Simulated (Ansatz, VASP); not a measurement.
**One calculation of ZnF2, two programs**

```
Zn F
1.0
     4.70336    0.00000    0.00000
     0.00000    4.70336    0.00000
     0.00000    0.00000    3.12679
Zn F
2 4
Direct
  0.00000 0.00000 0.00000
  0.50000 0.50000 0.50000
  0.30319 0.30319 0.00000
  0.19681 0.80319 0.50000
  0.69681 0.69681 0.00000
  0.80319 0.19681 0.50000
```

Alike in both runs: task single point; functional r2SCAN; k mesh 6 × 6 × 8; no spin polarisation.

|  | VASP | Ansatz |
| --- | --- | --- |
| version | VASP 6.6.1 | Ansatz 0.2.0 |
| potentials or method | VASP PAW PBE potentials, release 64 (Zn, F) | plane waves, PAW |
| plane-wave cutoff (eV) | 660 | 500 |
| occupations | gaussian, width 0.01 eV | fixed |
| valence electrons in the cell | 52 | 52 |

Ansatz gave:

| Quantity | Value |
| --- | --- |
| gap on the k mesh at the Fermi level (eV) | 4.28 |
| pressure (GPa) | 0.0 |
| traceless stress, the component that is largest in VASP (GPa) | 0.00 |
| rms of the force components (eV/Å) | 0.000 |

**Question.** Estimate VASP's values.

**Answer.** gap on the k mesh at the Fermi level (eV): 4.22; pressure (GPa): 0.3; traceless stress, the component that is largest in VASP (GPa): 0.16; rms of the force components (eV/Å): 0.007.

VASP's potentials were made for PBE, not for r2SCAN. Atom by atom the forces differ by 0.007 eV/Å (rms over components).
